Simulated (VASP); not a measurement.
# AlCu3 (Pmmn) in VASP: single point with PBEsol

Aim: the single point of AlCu3 with PBEsol.

Program: VASP 6.6.1. These are calculated values, not measurements. Logs are shortened: lines on timing, memory, paths and dates and some standing lists are left out, and cuts for length are marked.

### 1 The cell of the first run

Symmetry: Pmmn, No. 59, orthorhombic system. The conventional cell has a = 4.050 Å, b = 4.965 Å, c = 4.406 Å, α = 90.00°, β = 90.00°, γ = 90.00°. Within 3.3 Å of Al (site symmetry mm2) lie 12 Cu at 2.48 to 2.53 Å. Cu (site symmetry mm2) has 4 Al at 2.48 to 2.50 Å and 8 Cu at 2.49 to 2.54 Å within 3.3 Å. Within 3.3 Å of Cu (site symmetry m) lie 8 Cu at 2.47 to 2.54 Å and 4 Al at 2.49 to 2.53 Å.

### 2 Single point, PBEsol (strain -0.030 along x and y, -0.015 along z)

Input file INCAR:

```
SYSTEM = AlCu3
ALGO = Fast
EDIFF = 1E-6
ENCUT = 520
GGA = PS
ISIF = 2
ISMEAR = 0
LASPH = .TRUE.
LCHARG = .TRUE.
LELF = .TRUE.
LREAL = .FALSE.
LVHAR = .TRUE.
LWAVE = .FALSE.
NBANDS = 46
NELM = 80
PREC = Accurate
SIGMA = 0.15
```

Input file KPOINTS:

```
k-points
0
G
  10 8 10
  0 0 0
```

Input file POSCAR:

```
AlCu3
1.0
    4.0503716077      0.0000000000      0.0000000000
    0.0000000000      4.9647715176      0.0000000000
    0.0000000000      0.0000000000      4.4056293797
Al Cu
2 6
Direct
    0.0000000000      0.0000000000      0.6642284160
    0.5000000000      0.5000000000      0.3357715840
    0.0000000000      0.5000000000      0.6680840759
    0.5000000000      0.0000000000      0.3319159241
    0.0000000000      0.2510188890      0.1639074279
    0.0000000000      0.7489811110      0.1639074279
    0.5000000000      0.2489811110      0.8360925721
    0.5000000000      0.7510188890      0.8360925721
```

Potentials or basis: VASP PAW PBE potentials, release 64 (Al, Cu).

The run is started by

```console
cat potpaw_PBE.64/Al/POTCAR potpaw_PBE.64/Cu/POTCAR > POTCAR
mpirun -np 1 vasp_std > vasp.out
```

OUTCAR:

```text
SYSTEM = AlCu3
   EDIFF = 1E-6
   ENCUT = 520
   GGA = PS
   ISIF = 2
   ISMEAR = 0
   LASPH = .TRUE.
   LREAL = .FALSE.
   NELM = 80
   PREC = Accurate

 ion  position               nearest neighbor table
   1  0.000  0.000  0.664-   3 2.48   3 2.48   8 2.49   7 2.49   7 2.49   8 2.49   4 2.50   4 2.50
                             5 2.53   6 2.53   5 2.53   6 2.53
   2  0.500  0.500  0.336-   4 2.48   4 2.48   6 2.49   5 2.49   5 2.49   6 2.49   3 2.50   3 2.50
                             7 2.53   8 2.53   7 2.53   8 2.53
   3  0.000  0.500  0.668-   1 2.48   1 2.48   8 2.49   7 2.49   7 2.49   8 2.49   2 2.50   2 2.50
                             5 2.51   6 2.51   5 2.54   6 2.54
   4  0.500  0.000  0.332-   2 2.48   2 2.48   6 2.49   5 2.49   5 2.49   6 2.49   1 2.50   1 2.50
                             7 2.51   8 2.51   7 2.54   8 2.54
   5  0.000  0.251  0.164-   6 2.47   7 2.49   7 2.49   4 2.49   4 2.49   2 2.49   2 2.49   6 2.49
                             3 2.51   1 2.53   1 2.53   3 2.54
   6  0.000  0.749  0.164-   5 2.47   8 2.49   8 2.49   4 2.49   4 2.49   2 2.49   2 2.49   5 2.49
                             3 2.51   1 2.53   1 2.53   3 2.54
   7  0.500  0.249  0.836-   8 2.47   5 2.49   5 2.49   3 2.49   3 2.49   1 2.49   1 2.49   8 2.49
                             4 2.51   2 2.53   2 2.53   4 2.54
   8  0.500  0.751  0.836-   7 2.47   6 2.49   6 2.49   3 2.49   3 2.49   1 2.49   1 2.49   7 2.49
                             4 2.51   2 2.53   2 2.53   4 2.54

  LATTYP: Found a simple orthorhombic cell.
 ALAT       =     4.0503716077
 B/A-ratio  =     1.0877099206
 C/A-ratio  =     1.2257570412

  Lattice vectors:

 A1 = (  -4.0503716077,   0.0000000000,   0.0000000000)
 A2 = (   0.0000000000,   0.0000000000,   4.4056293797)
 A3 = (   0.0000000000,   4.9647715176,   0.0000000000)

Analysis of symmetry for initial positions (statically):
=====================================================================
 Subroutine PRICEL returns:
 Original cell was already a primitive cell.

 Routine SETGRP: Setting up the symmetry group for a
 simple orthorhombic supercell.

 Subroutine GETGRP returns: Found  8 space group operations
 (whereof  4 operations were pure point group operations)
 out of a pool of  8 trial point group operations.

The static configuration has the point symmetry C_2v.
 The point group associated with its full space group is D_2h.

Analysis of symmetry for dynamics (positions and initial velocities):
=====================================================================
 Subroutine PRICEL returns:
 Original cell was already a primitive cell.
[... 123 lines left out ...]
   EDIFFG = 0.1E-04   stopping-criterion for IOM
   NSW    =      0    number of steps for IOM
   IBRION =     -1    ionic relax: 0-MD 1-quasi-New 2-CG
   NFREE  =      0    steps in history (QN), initial steepest desc. (CG)
   ISIF   =      2    stress and relaxation
   ISYM   =      2    0-nonsym 1-usesym 2-fastsym
   POTIM  = 0.5000    time-step for ionic-motion
   TEBEG  =    0.0;   TEEND  =   0.0 temperature during run
   PSTRESS=    0.0 pullay stress
   NELECT =      72.0000    total number of electrons
   NUPDOWN=      -1.0000    fix difference up-down
   EMIN   =  10.00;   EMAX   =-10.00  energy-range for DOS
   EFERMI =   0.00;   METHOD = LEGACY
   ISMEAR =     0;   SIGMA  =   0.15  broadening in eV -4-tet -1-fermi 0-gaus
   EFERMI_NEDOS =   21; number of points for ismear=-14 and -15
   IALGO  =     68    algorithm
   IMIX   =      4    mixing-type and parameters
     AMIX     =   0.40;   BMIX     =  1.00
     AMIX_MAG =   1.60;   BMIX_MAG =  1.00
  volume/ion in A,a.u.               =      11.07        74.73
  Fermi-wavevector in a.u.,A,eV,Ry     =   1.527748  2.887024 31.756174  2.334013
  Thomas-Fermi vector in A             =   2.635601
   LORBIT       =      0    0 simple, 1 ext, 2 COOP (PROOUT), +10 PAW based schemes
   GGA     = PS    functional components
   LHFCALC =     F    Hartree Fock is set to
   AEXX    =    0.0000 exact exchange contribution
   IVDW    =     0    specifies the selected vdW correction
   LEPSILON=     F    determine dielectric tensor
   LRPA    =     F    only Hartree local field effects (RPA)
 non-spin polarized calculation
 RMM-DIIS sequential band-by-band and
 Gauss-broadening in eV      SIGMA  =   0.15
  energy-cutoff  :      520.00
  volume of cell :       88.59
 maximum number of plane-waves:      2412
   NGX = 15   NGY = 19   NGZ = 17

 number of electron      72.0000002 magnetization

 Free energy of the ion-electron system (eV)
  ---------------------------------------------------
  ext. energy  EPLUGINS =         0.00000000
  ---------------------------------------------------
  free energy    TOTEN  =       -35.33897135 eV

  energy without entropy =      -35.31095613  energy(sigma->0) =      -35.32496374

 E-fermi :   9.6458     XC(G=0): -12.9265

 val. band max:        9.6352467791   @ k =   0.2000   0.1250   0.3000
 cond. band min:       9.6521078938   @ k =   0.2000   0.0000   0.1000
 fundamental gap:      0.0168611147
 Fermi energy:         9.6457930963

 k-point     1 :       0.0000    0.0000    0.0000
  band No.  band energies     occupation
      1      -1.6678      2.00000
      2       2.8672      2.00000
      3       3.3432      2.00000
      4       3.9719      2.00000
      5       4.3140      2.00000
      6       4.3844      2.00000
[... 1165 lines left out ...]
     45      18.2334      0.00000
     46      18.2334      0.00000

 [... further k-points ...]
[... 5 lines left out ...]
  --------------------------------------------------------------------------------------
  -------------------------------------------------------------------------------------
  Total        8.8349431      8.6274320      6.7112210      0.0000000      0.0000000      0.0000000
  in kB      159.7762563    156.0235056    121.3696291      0.0000000      0.0000000      0.0000000
  external PRESSURE =     145.7231303 kB  Pullay stress =       0.0000000 kB

 VOLUME and BASIS-vectors are now :
 -----------------------------------------------------------------------------
  energy-cutoff  :      520.00
  volume of cell :       88.59
      direct lattice vectors                 reciprocal lattice vectors
     4.050371608  0.000000000  0.000000000     0.246890927  0.000000000  0.000000000
     0.000000000  4.964771518  0.000000000     0.000000000  0.201419138  0.000000000
     0.000000000  0.000000000  4.405629380     0.000000000  0.000000000  0.226982325

 POSITION                                       TOTAL-FORCE (eV/Angst)
 -----------------------------------------------------------------------------------
      0.00000      0.00000      2.92634        -0.000000     -0.000000     -0.059327
      2.02519      2.48239      1.47929        -0.000000     -0.000000      0.059327
      0.00000      2.48239      2.94333        -0.000000     -0.000000     -0.067841
      2.02519      0.00000      1.46230        -0.000000     -0.000000      0.067841
      0.00000      1.24625      0.72212         0.000000     -0.006249     -0.036283
      0.00000      3.71852      0.72212         0.000000      0.006249     -0.036283
      2.02519      1.23613      3.68351        -0.000000      0.006249      0.036283
      2.02519      3.72864      3.68351        -0.000000     -0.006249      0.036283
 -----------------------------------------------------------------------------------
    total drift:                                0.000000     -0.000000     -0.000000

  FREE ENERGIE OF THE ION-ELECTRON SYSTEM (eV)
  ---------------------------------------------------
  free  energy   TOTEN  =       -35.3389713479 eV

  energy  without entropy=      -35.3109561285  energy(sigma->0) =      -35.32496374
```

OSZICAR:

```text
N       E                     dE             d eps       ncg     rms          rms(c)
DAV:   1     0.628992103529E+03    0.62899E+03   -0.30247E+04 16592   0.258E+03
DAV:   2     0.377538647928E+02   -0.59124E+03   -0.57245E+03 16560   0.469E+02
DAV:   3    -0.423148253509E+02   -0.80069E+02   -0.75473E+02 17390   0.217E+02
DAV:   4    -0.454432409980E+02   -0.31284E+01   -0.30988E+01 20016   0.590E+01
DAV:   5    -0.455208340781E+02   -0.77593E-01   -0.77565E-01 25452   0.846E+00    0.264E+01
RMM:   6    -0.410160404114E+02    0.45048E+01   -0.11752E+02 18123   0.132E+02    0.165E+01
RMM:   7    -0.352979486608E+02    0.57181E+01   -0.29281E+01 17354   0.696E+01    0.229E+00
RMM:   8    -0.353239318763E+02   -0.25983E-01   -0.88415E-01 20155   0.880E+00    0.100E+00
RMM:   9    -0.353434207685E+02   -0.19489E-01   -0.36054E-01 20718   0.341E+00    0.740E-01
RMM:  10    -0.353372163139E+02    0.62045E-02   -0.65895E-02 19362   0.237E+00    0.208E-01
RMM:  11    -0.353385807776E+02   -0.13645E-02   -0.30361E-02 21732   0.127E+00    0.145E-01
RMM:  12    -0.353389000803E+02   -0.31930E-03   -0.62702E-03 23207   0.516E-01    0.516E-02
RMM:  13    -0.353389539756E+02   -0.53895E-04   -0.10241E-03 21699   0.234E-01    0.278E-02
RMM:  14    -0.353389707204E+02   -0.16745E-04   -0.35532E-04 19638   0.190E-01    0.319E-02
RMM:  15    -0.353389636338E+02    0.70866E-05   -0.16737E-04 19736   0.130E-01    0.109E-02
RMM:  16    -0.353389708225E+02   -0.71887E-05   -0.83568E-05 24075   0.500E-02    0.547E-03
RMM:  17    -0.353389713479E+02   -0.52537E-06   -0.43515E-06 14790   0.123E-02
   1 F= -.35338971E+02 E0= -.35324964E+02  d E =-.280152E-01
```

stdout:

```text
POSCAR found type information on POSCAR AlCu
 POSCAR found :  2 types and       8 ions
 scaLAPACK will be used
 -----------------------------------------------------------------------------
|                                                                             |
|                                                                             |
|     You enforced a specific xc type in the INCAR file but a different       |
|     I HOPE YOU KNOW WHAT YOU ARE DOING!                                     |
|                                                                             |
 -----------------------------------------------------------------------------

 LDA part: xc-table for (Slater+PW92), standard interpolation
 POSCAR, INCAR and KPOINTS ok, starting setup
 FFT: planning ... GRIDC
 FFT: planning ... GRID_SOFT
 FFT: planning ... GRID
 WAVECAR not read
 entering main loop
```

It took 26 min on 1 thread of Intel Xeon Platinum 8259CL at 2.50GHz (Skylake/Cascade Lake), shared host; peak memory 0.59 GiB.

What came out:

```
Free energy            : -35.3390 eV
Pressure               : 14.6 GPa
Largest force          : 0.068 eV/Å
Band gap on the k mesh : zero (band 36 reaches 12.00 eV, above the bottom of band 37 at 7.65 eV)
```

Forces on the atoms (eV/Å):
```
Al   0.000  0.000 -0.059
Al   0.000  0.000  0.059
Cu   0.000  0.000 -0.068
Cu   0.000  0.000  0.068
Cu   0.000 -0.006 -0.036
Cu   0.000  0.006 -0.036
Cu   0.000  0.006  0.036
Cu   0.000 -0.006  0.036
```

Stress tensor (GPa, compression positive):
```
15.98  0.00  0.00
 0.00 15.60  0.00
 0.00  0.00 12.14
```

Caveat: the cell differs from its parent crystal (strain -0.030 along x and y, -0.015 along z); the PAW data sets were made with another functional, which shifts forces and pressure a little.
